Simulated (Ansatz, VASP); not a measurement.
One calculation of AgI, two programs

INCAR

```
SYSTEM = AgI
PREC = Accurate
ENCUT = 500
EDIFF = 1E-6
ISMEAR = 0
SIGMA = 0.01
LREAL = .FALSE.
LASPH = .TRUE.
NELM = 200
ALGO = Normal
ISIF = 2
LWAVE = .FALSE.
LCHARG = .FALSE.
LNONCOLLINEAR = .TRUE.
MAGMOM = 0 0 0 0 0 0
LORBIT = 11
LSORBIT = .TRUE.
GGA_COMPAT = .FALSE.
LORBMOM = .TRUE.
LMAXMIX = 4
GGA = PS
NBANDS = 30
```

KPOINTS

```
regular mesh
0
G
  6 6 6
  0 0 0
```

The input POSCAR:

```
AgI
1.0
    3.1711844924      3.1711844924      0.0000000000
   -3.1711844924      3.1711844924      0.0000000000
    0.0000000000      3.1711844924      3.1711844924
Ag I
1 1
Direct
    0.0000000000      0.0000000000      0.0000000000
    0.7500000000      0.2500000000      0.5000000000
```

Input for Ansatz:

```yaml
crystal:
  lattice:
    - [3.17118449241, 3.17118449241, 0.0]
    - [-3.17118449241, 3.17118449241, 0.0]
    - [0.0, 3.17118449241, 3.17118449241]
  atoms:
    - { symbol: Ag, position: [0.0, 0.0, 0.0] }
    - { symbol: I, position: [0.75, 0.25, 0.5] }
kpoints:
  mp_grid: { grid: [6, 6, 6] }
scf:
  occupations: { method: fixed }
  convergence: { dr2_threshold: 1.0e-10 }
hamiltonian:
  xc: pbesol
  pseudopotentials: { kind: all_electron, lapw: { basis_error: 0.0005 } }
magnetization:
  noncollinear: true
  spin_orbit: true
output:
  forces: true
  stress: true
  eigenstates:
    kpoints:
      - [0.0, 0.0, 0.0]
      - [-0.5, -0.5, -0.5]
      - [-0.5, 0.5, 0.0]
      - [0.0, 0.0, -0.5]
      - [0.0, -0.5, -0.5]
      - [0.0, 0.5, 0.0]
      - [-0.5, 0.0, 0.0]
      - [-0.5, 0.0, -0.5]
  eigenvalues: true
```

Alike in both runs: task single point; functional PBEsol; k mesh 6 × 6 × 6; non-collinear spin, spin-orbit coupling.

```csv
,VASP,Ansatz
version,VASP 6.6.1,Ansatz 0.2.0
potentials or method,"VASP PAW PBE potentials, release 64 (Ag, I), cutoff 500 eV",all-electron LAPW
occupations,"gaussian, width 0.01 eV",fixed
```

|  | VASP | Ansatz | Ansatz less VASP |
| --- | --- | --- | --- |
| pressure (GPa) | 2.0 | 2.0 | +0.05 |
| net moment per atom (μB) | 0.00 | 0.00 | 0.000 |

VASP's potentials were made for PBE, not for PBEsol. Ansatz ran all-electron here, and VASP with PAW potentials.
